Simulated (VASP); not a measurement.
# BAs (F-43m) in VASP: further runs, part 2 of 2

VASP 6.6.1. Earlier steps stand in the parts before.

### 5 Single point, r2SCAN

This run uses another cell than the first one, of 13.68 Å³/atom, 1.010 times its volume.

The input, POSCAR:

```
BAs
1.0
    0.0000000000      2.3919211377      2.3919211377
    2.3919211377      0.0000000000      2.3919211377
    2.3919211377      2.3919211377      0.0000000000
B As
1 1
Direct
    0.0000000000      0.0000000000      0.0000000000
    0.2500000000      0.2500000000      0.2500000000
```

The input, INCAR.step1:

```
SYSTEM = BAs
PREC     = Accurate       ! precision mode
ENCUT    = 520            ! plane-wave cutoff, eV
ISMEAR   = 0              ! smearing method
SIGMA    = 0.01           ! smearing width, eV
LREAL    = .FALSE.        ! projectors in reciprocal space
LASPH    = .TRUE.         ! aspherical terms in the spheres
NELM     = 60             ! most SCF steps
NBANDS   = 11             ! bands
GGA      = PE             ! functional
ALGO     = Normal         ! electronic algorithm
EDIFF    = 1E-4           ! SCF threshold, eV
LWAVE    = .TRUE.         ! write WAVECAR
LCHARG   = .FALSE.        ! write CHGCAR
```

The input, INCAR.step2:

```
SYSTEM = BAs
PREC     = Accurate       ! precision mode
ENCUT    = 520            ! plane-wave cutoff, eV
EDIFF    = 1E-6           ! SCF threshold, eV
ISMEAR   = 0              ! smearing method
SIGMA    = 0.01           ! smearing width, eV
LREAL    = .FALSE.        ! projectors in reciprocal space
LASPH    = .TRUE.         ! aspherical terms in the spheres
NELM     = 60             ! most SCF steps
ALGO     = Normal         ! electronic algorithm
ISIF     = 2              ! what is computed and relaxed
LWAVE    = .FALSE.        ! write WAVECAR
LCHARG   = .FALSE.        ! write CHGCAR
METAGGA  = R2SCAN         ! meta-GGA
LMIXTAU  = .TRUE.       
NBANDS   = 11             ! bands
ISTART   = 1
```

The input, KPOINTS:

```
Automatic mesh
0
G
  8 8 8
  0 0 0
```

Potentials or basis: VASP PAW PBE potentials, release 64 (B, As).

Run with:

```console
$ cat potpaw_PBE.64/B/POTCAR potpaw_PBE.64/As/POTCAR > POTCAR
$ cp INCAR.step1 INCAR
$ mpirun -np 1 vasp_std > vasp.out
$ cp INCAR.step2 INCAR
$ mpirun -np 1 vasp_std > vasp.out
```

OUTCAR:

```text
SYSTEM = BAs
   PREC = Accurate
   ENCUT = 520
   EDIFF = 1E-6
   ISMEAR = 0
   LREAL = .FALSE.
   LASPH = .TRUE.
   NELM = 60
   ISIF = 2
   METAGGA = R2SCAN
   ISTART = 1

 ion  position               nearest neighbor table
   1  0.000  0.000  0.000-   2 2.07   2 2.07   2 2.07   2 2.07
   2  0.250  0.250  0.250-   1 2.07   1 2.07   1 2.07   1 2.07

  LATTYP: Found a face centered cubic cell.
 ALAT       =     4.7838422754

  Lattice vectors:

 A1 = (   0.0000000000,   2.3919211377,   2.3919211377)
 A2 = (   2.3919211377,   0.0000000000,   2.3919211377)
 A3 = (   2.3919211377,   2.3919211377,   0.0000000000)

Analysis of symmetry for initial positions (statically):
=====================================================================
 Subroutine PRICEL returns:
 Original cell was already a primitive cell.

 Routine SETGRP: Setting up the symmetry group for a
 face centered cubic supercell.

 Subroutine GETGRP returns: Found 24 space group operations
 (whereof 24 operations were pure point group operations)
 out of a pool of 48 trial point group operations.

The static configuration has the point symmetry T_d .

Analysis of symmetry for dynamics (positions and initial velocities):
=====================================================================
 Subroutine PRICEL returns:
 Original cell was already a primitive cell.

 Routine SETGRP: Setting up the symmetry group for a
 face centered cubic supercell.

 Subroutine GETGRP returns: Found 24 space group operations
 (whereof 24 operations were pure point group operations)
 out of a pool of 48 trial point group operations.

The dynamic configuration has the point symmetry T_d .

 Subroutine INISYM returns: Found 24 space group operations
 (whereof 24 operations are pure point group operations),
 and found     1 'primitive' translations

----------------------------------------------------------------------------------------

                                     Primitive cell

  volume of cell :      27.3697

[... 111 lines left out ...]
  Thomas-Fermi vector in A             =   2.222600
   LORBIT       =      0    0 simple, 1 ext, 2 COOP (PROOUT), +10 PAW based schemes
   METAGGA = R2SCAN    functional components
   LHFCALC =     F    Hartree Fock is set to
   AEXX    =    0.0000 exact exchange contribution
   IVDW    =     0    specifies the selected vdW correction
   LEPSILON=     F    determine dielectric tensor
   LRPA    =     F    only Hartree local field effects (RPA)
 non-spin polarized calculation
 Gauss-broadening in eV      SIGMA  =   0.01
  energy-cutoff  :      520.00
  volume of cell :       27.37
 maximum number of plane-waves:       754
 NGX is ok and might be reduce to    28
   NGX = 13   NGY = 13   NGZ = 13

 number of electron       8.0000000 magnetization

 Free energy of the ion-electron system (eV)
  ---------------------------------------------------
  ext. energy  EPLUGINS =         0.00000000
  ---------------------------------------------------
  free energy    TOTEN  =       -22.25399451 eV

  energy without entropy =      -22.25399451  energy(sigma->0) =      -22.25399451

 E-fermi :   6.0181     XC(G=0): -11.1135

 val. band max:        5.9765698972   @ k =   0.0000   0.0000   0.0000
 cond. band min:       7.3620817275   @ k =   0.3750   0.3750   0.0000
 fundamental gap:      1.3855118303
 Fermi energy:         6.0181418338

 k-point     1 :       0.0000    0.0000    0.0000
  band No.  band energies     occupation
      1     -10.1411      2.00000
      2       5.9766      2.00000
      3       5.9766      2.00000
      4       5.9766      2.00000
      5       9.4169      0.00000
      6       9.4169      0.00000
      7       9.4169      0.00000
      8      11.0716      0.00000
      9      16.3313      0.00000
     10      19.3999      0.00000
     11      19.3999      0.00000
[... 309 lines left out ...]
 k-point    24 :      -0.3750    0.2500    0.1250
  band No.  band energies     occupation
      1      -6.5223      2.00000
      2      -2.7427      2.00000
      3       1.2000      2.00000
      4       2.7505      2.00000
      5      10.2942      0.00000
      6      11.0298      0.00000
      7      13.9395      0.00000
      8      15.5810      0.00000
      9      16.8968      0.00000
     10      20.9465      0.00000
     11      22.0922      0.00000

 [... further k-points ...]
[... 5 lines left out ...]
  --------------------------------------------------------------------------------------
  -------------------------------------------------------------------------------------
  Total        0.0419279      0.0419279      0.0419279      0.0000000      0.0000000      0.0000000
  in kB        2.4543889      2.4543889      2.4543889      0.0000000      0.0000000      0.0000000
  external PRESSURE =       2.4543889 kB  Pullay stress =       0.0000000 kB

 VOLUME and BASIS-vectors are now :
 -----------------------------------------------------------------------------
  energy-cutoff  :      520.00
  volume of cell :       27.37
      direct lattice vectors                 reciprocal lattice vectors
     0.000000000  2.391921138  2.391921138    -0.209036992  0.209036992  0.209036992
     2.391921138  0.000000000  2.391921138     0.209036992 -0.209036992  0.209036992
     2.391921138  2.391921138  0.000000000     0.209036992  0.209036992 -0.209036992

 POSITION                                       TOTAL-FORCE (eV/Angst)
 -----------------------------------------------------------------------------------
      0.00000      0.00000      0.00000         0.000000      0.000000      0.000000
      1.19596      1.19596      1.19596        -0.000000     -0.000000     -0.000000
 -----------------------------------------------------------------------------------
    total drift:                               -0.000000     -0.000000     -0.000000

  FREE ENERGIE OF THE ION-ELECTRON SYSTEM (eV)
  ---------------------------------------------------
  free  energy   TOTEN  =       -22.2539945145 eV

  energy  without entropy=      -22.2539945145  energy(sigma->0) =      -22.25399451
```

OSZICAR.step1:

```text
N       E                     dE             d eps       ncg     rms          rms(c)
DAV:   1     0.114939087682E+02    0.11494E+02   -0.36025E+03   638   0.631E+02
DAV:   2    -0.113283941908E+02   -0.22822E+02   -0.21782E+02   868   0.103E+02
DAV:   3    -0.120364610625E+02   -0.70807E+00   -0.70644E+00   781   0.167E+01
DAV:   4    -0.120382500834E+02   -0.17890E-02   -0.17889E-02   711   0.943E-01
DAV:   5    -0.120382527378E+02   -0.26544E-05   -0.26544E-05   768   0.382E-02    0.490E+00
DAV:   6    -0.114713924537E+02    0.56686E+00   -0.15693E+00   677   0.508E+00    0.238E+00
DAV:   7    -0.114127925281E+02    0.58600E-01   -0.19014E-01   737   0.214E+00    0.981E-01
DAV:   8    -0.114060537378E+02    0.67388E-02   -0.20217E-02   701   0.808E-01    0.982E-02
DAV:   9    -0.114063585801E+02   -0.30484E-03   -0.77004E-04   737   0.160E-01    0.583E-02
DAV:  10    -0.114065152987E+02   -0.15672E-03   -0.19318E-04   670   0.847E-02    0.121E-02
DAV:  11    -0.114065211760E+02   -0.58773E-05   -0.51679E-06   355   0.155E-02
   1 F= -.11406521E+02 E0= -.11406521E+02  d E =-.214660E-15
```

Wall time 31 s (1 thread of AMD EPYC 9R45 (Zen 5), shared host); peak memory 0.14 GiB.

Results:

| Property | Result |
| --- | --- |
| Free energy | -22.2540 eV |
| Pressure | 0.2 GPa |
| Band gap on the k mesh | 1.39 eV, indirect (least direct gap 3.44 eV) |

Caveat: the PAW data sets were made with another functional, which shifts forces and pressure a little.

### 6 Relaxation of cell and atoms, PBEsol

This run uses another cell than the first one, of 13.63 Å³/atom, 1.006 times its volume.

The input, INCAR:

```
SYSTEM = BAs
ALGO = Normal ; EDIFF = 1E-6
EDIFFG = -0.005 ; ENCUT = 600
GGA = PS ; IBRION = 2
ISIF = 3 ; ISMEAR = 0
LASPH = .TRUE. ; LCHARG = .FALSE.
LREAL = .FALSE. ; LWAVE = .FALSE.
NELM = 80 ; NSW = 80
PREC = Accurate ; SIGMA = 0.01
```

The input, KPOINTS:

```
k-points
0
G
  8 8 8
  0 0 0
```

The input, POSCAR:

```
BAs
1.0
    0.0000000000      2.3885000000      2.3885000000
    2.3885000000      0.0000000000      2.3885000000
    2.3885000000      2.3885000000      0.0000000000
B As
1 1
Direct
    0.0000000000      0.0000000000      0.0000000000
    0.2500000000      0.2500000000      0.2500000000
```

Potentials or basis: VASP PAW PBE potentials, release 64 (B, As).

Run with:

```console
$ cat potpaw_PBE.64/B/POTCAR potpaw_PBE.64/As/POTCAR > POTCAR
$ mpirun -np 1 vasp_std > vasp.out
```

It took 5.4 s on 1 thread of AMD EPYC 9R45 (Zen 5), shared host; peak memory 0.12 GiB.

Results (log left out):

```
Free energy             : -12.2025 eV
Pressure after relaxing : 0.1 GPa
Band gap on the k mesh  : 1.09 eV, indirect (least direct gap 3.24 eV)
```

Final structure:
```
CELL_PARAMETERS angstrom
0.00000 2.38850 2.38850
2.38850 0.00000 2.38850
2.38850 2.38850 0.00000
ATOMIC_POSITIONS crystal
B 0.00000 0.00000 0.00000
As 0.25000 0.25000 0.25000
```

Levels at points of the mesh, in eV from the valence-band top:
```
           k point  band 1  band 2  band 3  band 4  band 5  band 6  band 7  band 8
(0.00, 0.00, 0.00)  -15.44    0.00    0.00    0.00    3.24    3.24    3.24    4.68
(0.50, 0.00, 0.00)  -12.55   -8.83   -1.83   -1.83    2.65    4.73    4.73    8.71
(0.50, 0.50, 0.00)  -11.24   -8.53   -4.11   -4.11    1.31    1.34   11.34   11.34
```

Caveat: the relaxation stopped at its first step, so nothing moved; the PAW data sets were made with another functional, which shifts forces and pressure a little. A hybrid or GW would open this gap; PBEsol tends to underestimate it.

### 7 The runs side by side

| task | level | potentials or basis | cell | cutoff (eV) | gap on the mesh (eV) | pressure (GPa) |
| --- | --- | --- | --- | --- | --- | --- |
| single point | PBEsol | VASP PAW PBE potentials, release 64 (B, As) | a = 3.371 Å, angles 60.0°, 2 atoms | 520 | 1.09 | 0.9 |
| single point | LDA | VASP PAW LDA potentials, release 64 (B, As) | a = 3.346 Å, angles 60.0°, 2 atoms | 520 | 1.11 | 1.0 |
| single point | PBE+D3(BJ) | VASP PAW PBE potentials, release 64 (B, As) | a = 3.369 Å, angles 60.0°, 2 atoms | 520 | 1.18 | 0.7 |
| single point | r2SCAN | VASP PAW PBE potentials, release 64 (B, As) | a = 3.383 Å, angles 60.0°, 2 atoms | 520 | 1.39 | 0.2 |
| relaxation of cell and atoms | PBEsol | VASP PAW PBE potentials, release 64 (B, As) | relaxed from a = 3.378 Å, angles 60.0°, 2 atoms | 600 | 1.09 | 0.1 |

Alike in all rows: no spin polarisation; k mesh 8 × 8 × 8; smearing gaussian 0.01 eV.

Caveats: the PAW data sets were made with another functional, which shifts forces and pressure a little (some runs); the relaxation stopped at its first step, so nothing moved (some runs).

Total energies depend on the potentials used, so only differences within one code and one set of settings carry meaning.
